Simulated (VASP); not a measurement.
# Cu (P1) in VASP: single point with PBE

Aim: the single point of Cu with PBE.

Everything below comes from runs of VASP 6.6.1. Logs are shortened: lines on timing, memory, paths and dates and some standing lists are left out, and cuts for length are marked.

## Step 1: The cell of the first run

The typed cell holds 36 atoms: a = 10.119 Å, b = 7.589 Å, c = 7.589 Å, α = 60.00°, β = 60.00°, γ = 60.00°.

## Step 2: Single point, PBE

Input file INCAR:

```
PREC     = Accurate       # precision mode
ENCUT    = 600            # plane-wave cutoff, eV
EDIFF    = 1E-6           # SCF threshold, eV
ISMEAR   = -1             # smearing method
SIGMA    = 0.1            # smearing width, eV
LREAL    = Auto         
LASPH    = T              # aspherical terms in the spheres
NELM     = 120            # most SCF steps
ALGO     = Normal         # electronic algorithm
ISIF     = 2              # what is computed and relaxed
LWAVE    = F              # write WAVECAR
LCHARG   = T              # write CHGCAR
GGA      = PE             # functional
LVHAR    = T            
NBANDS   = 222            # bands
GGA_COMPAT= F            
KPAR     = 4
```

Input file KPOINTS:

```
regular mesh
0
Gamma
  3 3 3
```

Input file POSCAR:

```
Cu
1.0
    0.0000000000      7.1548600000      7.1548600000
    5.3661450000      0.0000000000      5.3661450000
    5.3661450000      5.3661450000      0.0000000000
Cu
36
Direct
    0.0092430000     -0.0034940000      0.0020810000
    0.0005790000      0.0044020000      0.3259430000
   -0.0016400000     -0.0039610000      0.6610020000
   -0.0033360000      0.3306320000     -0.0015120000
   -0.0035840000      0.3355580000      0.3304470000
   -0.0126410000      0.3396090000      0.6646010000
   -0.0029390000      0.6680810000      0.0012120000
    0.0002090000      0.6621630000      0.3343430000
   -0.0060780000      0.6742750000      0.6599960000
    0.2491830000      0.0001010000      0.0011540000
    0.2490250000      0.0025450000      0.3141750000
    0.2490760000     -0.0015260000      0.6636960000
    0.2555370000      0.3275000000     -0.0011230000
    0.2414330000      0.3340860000      0.3240550000
    0.2432470000      0.3451260000      0.6697030000
    0.2494440000      0.6668770000     -0.0083510000
    0.2452820000      0.6682230000      0.3213650000
    0.2505640000      0.6567190000      0.6666140000
    0.4950260000      0.0086700000      0.0047350000
    0.4974100000     -0.0108000000      0.3284400000
    0.4992510000     -0.0060040000      0.6674900000
    0.5034480000      0.3323440000     -0.0030180000
    0.5026150000      0.3310560000      0.3371850000
    0.4982020000      0.3412890000      0.6644830000
    0.4952270000      0.6664970000     -0.0040750000
    0.4957140000      0.6653040000      0.3366630000
    0.4908050000      0.6657490000      0.6651750000
    0.7489050000      0.0036300000     -0.0076650000
    0.7521550000     -0.0018840000      0.3332730000
    0.7486250000     -0.0024120000      0.6632160000
    0.7511810000      0.3439770000      0.0050320000
    0.7529760000      0.3357340000      0.3301960000
    0.7520030000      0.3438670000      0.6592550000
    0.7529240000      0.6715670000      0.0009950000
    0.7527850000      0.6736150000      0.3447010000
    0.7548920000      0.6750810000      0.6680180000
```

Potentials or basis: VASP PAW PBE potentials, release 64 (Cu).

On the command line:

```bash
$ cat potpaw_PBE.64/Cu/POTCAR > POTCAR
$ mpirun -np 4 vasp_std > vasp.out
```

OUTCAR:

```text
PREC = Accurate
   ENCUT = 600
   EDIFF = 1E-6
   ISMEAR = -1
   LREAL = Auto
   LASPH = T
   NELM = 120
   ISIF = 2
   GGA = PE

 ion  position               nearest neighbor table
   1  0.009  0.997  0.002-  10 2.44   2 2.45   4 2.46  16 2.47  12 2.50   8 2.53  29 2.56   7 2.56
                             6 2.59  31 2.62  28 2.64   3 2.65
   2  0.001  0.004  0.326-   1 2.45  11 2.46   4 2.48  10 2.49   3 2.50   5 2.51  32 2.51  29 2.51
                            17 2.52   9 2.52  30 2.55   8 2.57
   3  0.998  0.996  0.661-   9 2.47   2 2.50  30 2.51  28 2.52   7 2.54   5 2.54  12 2.56  18 2.56
                             6 2.57  33 2.57  11 2.59   1 2.65
   4  0.997  0.331  0.998-  31 2.41   1 2.46   2 2.48  32 2.49  15 2.50  34 2.53  10 2.53   5 2.54
                             6 2.55   7 2.57   9 2.59  13 2.61
   5  0.996  0.336  0.330-  14 2.45  32 2.46  33 2.49   6 2.51   2 2.51   7 2.51   8 2.51  35 2.52
                             4 2.54   3 2.54  11 2.54  13 2.57
   6  0.987  0.340  0.665-  33 2.39  36 2.46   8 2.48  31 2.49   5 2.51   4 2.55   9 2.56   3 2.57
                            14 2.58   1 2.59  12 2.62  15 2.63
   7  0.997  0.668  0.001-  34 2.46   5 2.51  16 2.51   8 2.52  28 2.53   3 2.54  35 2.54  18 2.55
                             1 2.56   4 2.57   9 2.58  13 2.60
   8  0.000  0.662  0.334-  35 2.42  17 2.45  14 2.47   6 2.48   9 2.49  36 2.51   5 2.51   7 2.52
                            29 2.53   1 2.53  16 2.56   2 2.57
   9  0.994  0.674  0.660-  36 2.39  30 2.47   3 2.47   8 2.49  15 2.51  34 2.52   2 2.52   6 2.56
[... 41 lines left out ...]
  30  0.749  0.998  0.663-  36 2.40   9 2.47  29 2.48   3 2.51  21 2.52  34 2.52  28 2.52  32 2.55
                             2 2.55  24 2.57  19 2.58  33 2.63
  31  0.751  0.344  0.005-   4 2.41  32 2.45  34 2.48   6 2.49  23 2.52  25 2.52  36 2.54  29 2.56
                            22 2.58  33 2.62   1 2.62  28 2.64
  32  0.753  0.336  0.330-  31 2.45   5 2.46   4 2.49   2 2.51  33 2.52  34 2.52  23 2.52  30 2.55
                            26 2.55  29 2.55  24 2.56  35 2.62
  33  0.752  0.344  0.659-   6 2.39  35 2.45   5 2.49  32 2.52  22 2.54  27 2.55  28 2.56  24 2.56
                            36 2.56   3 2.57  31 2.62  30 2.63
  34  0.753  0.672  0.001-   7 2.46  28 2.47  31 2.48  36 2.50   9 2.52  30 2.52  32 2.52   4 2.53
                            26 2.58  19 2.58  35 2.62  25 2.65
  35  0.753  0.674  0.345-  29 2.42   8 2.42  33 2.45  36 2.47  20 2.50   5 2.52   7 2.54  27 2.55
                            28 2.59  34 2.62  32 2.62  26 2.66
  36  0.755  0.675  0.668-   9 2.39  30 2.40   6 2.46  35 2.47  29 2.50  34 2.50  21 2.51   8 2.51
                            31 2.54  33 2.56  25 2.56  27 2.72

  LATTYP: Found a base centered monoclinic cell.
 ALAT       =    13.1443171358
 B/A-ratio  =     0.5773502692
 C/A-ratio  =     0.7698003589
 COS(beta)  =    -0.5773502692

  Lattice vectors:

 A1 = (   5.3661450000,   5.3661450000,   0.0000000000)
 A2 = (   5.3661450000,   0.0000000000,   5.3661450000)
 A3 = (   0.0000000000,  -7.1548600000,  -7.1548600000)

Analysis of symmetry for initial positions (statically):
=====================================================================
 Subroutine PRICEL returns:
 Original cell was already a primitive cell.

 Routine SETGRP: Setting up the symmetry group for a
 base centered monoclinic supercell.

 Subroutine GETGRP returns: Found  1 space group operations
 (whereof  1 operations were pure point group operations)
 out of a pool of  4 trial point group operations.

The static configuration has the point symmetry C_1 .

Analysis of symmetry for dynamics (positions and initial velocities):
=====================================================================
 Subroutine PRICEL returns:
 Original cell was already a primitive cell.

 Routine SETGRP: Setting up the symmetry group for a
 base centered monoclinic supercell.

 Subroutine GETGRP returns: Found  1 space group operations
 (whereof  1 operations were pure point group operations)
 out of a pool of  4 trial point group operations.

The dynamic configuration has the point symmetry C_1 .

 Subroutine INISYM returns: Found  1 space group operations
 (whereof  1 operations are pure point group operations),
 and found     1 'primitive' translations

----------------------------------------------------------------------------------------

                                     Primitive cell

  volume of cell :     412.0557

  direct lattice vectors                    reciprocal lattice vectors
     0.000000000  7.154860000  7.154860000    -0.069882569  0.069882569  0.069882569
     5.366145000  0.000000000  5.366145000     0.093176759 -0.093176759  0.093176759
     5.366145000  5.366145000  0.000000000     0.093176759  0.093176759 -0.093176759

  length of vectors
[... 92 lines left out ...]
     0.031058920  0.031058920 -0.031058920     0.000000000  0.000000000  0.333333333

  Length of vectors
     0.040346720  0.053795627  0.053795627

  Shift w.r.t. Gamma in fractional coordinates (k-lattice)
     0.000000000  0.000000000  0.000000000

 Subroutine IBZKPT returns following result:
 ===========================================

 Found     14 irreducible k-points:

 Following reciprocal coordinates:
            Coordinates               Weight
  0.000000  0.000000  0.000000      1.000000
  0.333333  0.000000  0.000000      2.000000
  0.000000  0.333333  0.000000      2.000000
  0.000000  0.000000 -0.333333      2.000000
  0.333333  0.333333  0.000000      2.000000
 -0.333333  0.000000 -0.333333      2.000000
 -0.333333  0.333333  0.000000      2.000000
  0.333333  0.000000 -0.333333      2.000000
  0.000000  0.333333  0.333333      2.000000
  0.333333  0.333333  0.333333      2.000000
 -0.333333  0.333333  0.333333      2.000000
  0.000000 -0.333333  0.333333      2.000000
  0.333333 -0.333333  0.333333      2.000000
 -0.333333 -0.333333  0.333333      2.000000
   k-points           NKPTS =     14   k-points in BZ     NKDIM =     14   number of bands    NBANDS=    222
   number of dos      NEDOS =    301   number of ions     NIONS =     36
   total plane-waves  NPLWV = 344064
   dimension x,y,z NGX =    84 NGY =   64 NGZ =   64
   dimension x,y,z NGXF=   168 NGYF=  128 NGZF=  128
   ions per type =              36
   NGX,Y,Z   is equivalent  to a cutoff of  13.80, 14.02, 14.02 a.u.
   NGXF,Y,Z  is equivalent  to a cutoff of  27.60, 28.04, 28.04 a.u.
 SYSTEM =  unknown system
   PREC   = accura    normal or accurate (medium, high low for compatibility)
   ISTART =      0    job   : 0-new  1-cont  2-samecut
   ICHARG =      2    charge: 1-file 2-atom 10-const
   ISPIN  =      1    spin polarized calculation?
   LNONCOLLINEAR =      F non collinear calculations
   LSORBIT =      F    spin-orbit coupling
   LASPH  =      T    aspherical Exc in radial PAW
   ENCUT  =  600.0 eV  44.10 Ry    6.64 a.u.  20.21 15.16 15.16*2*pi/ulx,y,z
   NELM   =    120;   NELMIN=  2; NELMDL= -5     # of ELM steps
   EDIFF  = 0.1E-05   stopping-criterion for ELM
   LREAL  =      T    real-space projection
   EDIFFG = 0.1E-04   stopping-criterion for IOM
   NSW    =      0    number of steps for IOM
   IBRION =     -1    ionic relax: 0-MD 1-quasi-New 2-CG
   NFREE  =      0    steps in history (QN), initial steepest desc. (CG)
   ISIF   =      2    stress and relaxation
   ISYM   =      2    0-nonsym 1-usesym 2-fastsym
   POTIM  = 0.5000    time-step for ionic-motion
   TEBEG  =    0.0;   TEEND  =   0.0 temperature during run
   PSTRESS=    0.0 pullay stress
   NELECT =     396.0000    total number of electrons
   NUPDOWN=      -1.0000    fix difference up-down
   EMIN   =  10.00;   EMAX   =-10.00  energy-range for DOS
   EFERMI =   0.00;   METHOD = LEGACY
   ISMEAR =    -1;   SIGMA  =   0.10  broadening in eV -4-tet -1-fermi 0-gaus
   EFERMI_NEDOS =   21; number of points for ismear=-14 and -15
   IALGO  =     38    algorithm
   IMIX   =      4    mixing-type and parameters
     AMIX     =   0.40;   BMIX     =  1.00
     AMIX_MAG =   1.60;   BMIX_MAG =  1.00
  volume/ion in A,a.u.               =      11.45        77.24
  Fermi-wavevector in a.u.,A,eV,Ry     =   1.615553  3.052953 35.511368  2.610012
  Thomas-Fermi vector in A             =   2.710282
   LORBIT       =      0    0 simple, 1 ext, 2 COOP (PROOUT), +10 PAW based schemes
   GGA     = PE    functional components
   LHFCALC =     F    Hartree Fock is set to
   AEXX    =    0.0000 exact exchange contribution
   IVDW    =     0    specifies the selected vdW correction
   LEPSILON=     F    determine dielectric tensor
   LRPA    =     F    only Hartree local field effects (RPA)
 non-spin polarized calculation
  energy-cutoff  :      600.00
  volume of cell :      412.06
 maximum number of plane-waves:     13799
 NGX is ok and might be reduce to    84
   NGX = 41   NGY = 31   NGZ = 31

 number of electron     396.0000001 magnetization

 Free energy of the ion-electron system (eV)
  ---------------------------------------------------
  ext. energy  EPLUGINS =         0.00000000
  ---------------------------------------------------
  free energy    TOTEN  =      -133.34330354 eV

  energy without entropy =     -133.03075259  energy(sigma->0) =     -133.18702807

 E-fermi :   7.9981     XC(G=0): -12.9036

 val. band max:        7.9804049625   @ k =   0.0000  -0.3333   0.3333
 cond. band min:       8.0288674462   @ k =   0.0000  -0.3333   0.3333
 fundamental gap:      0.0484624837
 Fermi energy:         7.9981271712

 k-point     1 :       0.0000    0.0000    0.0000
  band No.  band energies     occupation
      1      -1.6209      2.00000
      2       0.4909      2.00000
      3       0.5849      2.00000
      4       1.5662      2.00000
      5       1.5799      2.00000
      6       1.7331      2.00000
[... 2971 lines left out ...]
    209       9.7558      0.00000
    210       9.8788      0.00000
 [bands above 210 left out]

------------------------ aborting loop because EDIFF is reached ----------------------------------------

  FORCE on cell =-STRESS in cart. coord.  units (eV):
  Direction    XX          YY          ZZ          XY          YZ          ZX
  --------------------------------------------------------------------------------------
  -------------------------------------------------------------------------------------
  Total       22.0624891     22.5830180     22.8553076     -0.6132459      2.4215781     -0.3306530
  in kB       85.7845638     87.8085126     88.8672435     -2.3844559      9.4157111     -1.2856628
  external PRESSURE =      87.4867733 kB  Pullay stress =       0.0000000 kB

 VOLUME and BASIS-vectors are now :
 -----------------------------------------------------------------------------
  energy-cutoff  :      600.00
  volume of cell :      412.06
      direct lattice vectors                 reciprocal lattice vectors
     0.000000000  7.154860000  7.154860000    -0.069882569  0.069882569  0.069882569
     5.366145000  0.000000000  5.366145000     0.093176759 -0.093176759  0.093176759
     5.366145000  5.366145000  0.000000000     0.093176759  0.093176759 -0.093176759

 POSITION                                       TOTAL-FORCE (eV/Angst)
 -----------------------------------------------------------------------------------
      5.35856      0.07730      5.41353        -0.167605     -0.853002     -0.454918
      1.77268      1.75320      0.02776         0.150108      0.090210     -0.324353
      8.89192     10.69016     12.48802         0.256820      0.246409      0.305330
      7.13225     12.48902      8.90521         0.100766      0.124776      0.641733
      3.57388      8.90244      8.92987        -0.192741      0.008129      0.025721
      5.38874     10.63076      8.88681        -0.350324      0.876700      0.303110
[... 28 lines left out ...]
      5.46443      7.23579      9.00079        -0.479289     -0.722861     -0.416075
      7.20726      8.98583      9.02373        -0.010999     -0.414003     -0.909087
 -----------------------------------------------------------------------------------
    total drift:                                0.004261      0.004885      0.002796

  FREE ENERGIE OF THE ION-ELECTRON SYSTEM (eV)
  ---------------------------------------------------
  free  energy   TOTEN  =      -133.3433035418 eV

  energy  without entropy=     -133.0307525940  energy(sigma->0) =     -133.18702807
```

It took 39 min on 4 MPI ranks of Intel Xeon Platinum 8259CL at 2.50GHz (Skylake/Cascade Lake), shared host; peak memory 1.4 GiB.

Results:

```yaml
Free_energy: -133.3433 eV
Pressure: 8.7 GPa
Largest_force: 1.173 eV/Å
Band_gap_on_the_k_mesh: zero (bands 198 and 199 overlap by 1.33 eV)
```

Forces on the atoms (eV/Å):
```
Cu  -0.168 -0.853 -0.455
Cu   0.150  0.090 -0.324
Cu   0.257  0.246  0.305
Cu   0.101  0.125  0.642
Cu  -0.193  0.008  0.026
Cu  -0.350  0.877  0.303
Cu  -0.183  0.051  0.149
Cu   0.009 -0.151  0.292
Cu  -0.145  0.652  0.199
Cu  -0.506 -0.355  0.343
Cu   0.675  0.812 -0.509
Cu   0.121 -0.380  0.190
Cu   0.234 -0.677 -0.011
Cu   0.210  0.915  0.267
Cu  -0.860 -0.151 -0.394
Cu   0.048  0.113 -0.138
Cu   0.079  0.575 -0.048
Cu   0.468 -0.650  0.230
Cu  -1.087 -0.084  0.034
Cu   0.746  0.279  0.514
Cu   0.183 -0.270  0.152
Cu   0.263  0.178  0.070
Cu  -0.139 -0.368 -0.385
Cu  -0.574  0.359 -0.302
Cu   0.112  0.371  0.289
Cu  -0.458 -0.200  0.182
Cu   0.091  0.487  0.608
Cu   0.293  0.336  0.335
Cu   0.103 -0.433  0.202
Cu   0.668 -0.179  0.358
Cu  -0.475 -0.409 -0.584
Cu   0.389 -0.005 -0.176
Cu   0.117 -0.017 -0.694
Cu   0.312 -0.155 -0.346
Cu  -0.479 -0.723 -0.416
Cu  -0.011 -0.414 -0.909
```

Stress tensor (GPa, compression positive):
```
 8.58 -0.24 -0.13
-0.24  8.78  0.94
-0.13  0.94  8.89
```

Caveat: the cell stands under pressure; forces of over 1 eV/Å act on the atoms, so gaps and moduli don't describe the material at rest.

The gap in the log of VASP goes by the Fermi energy; the results here count the filled bands.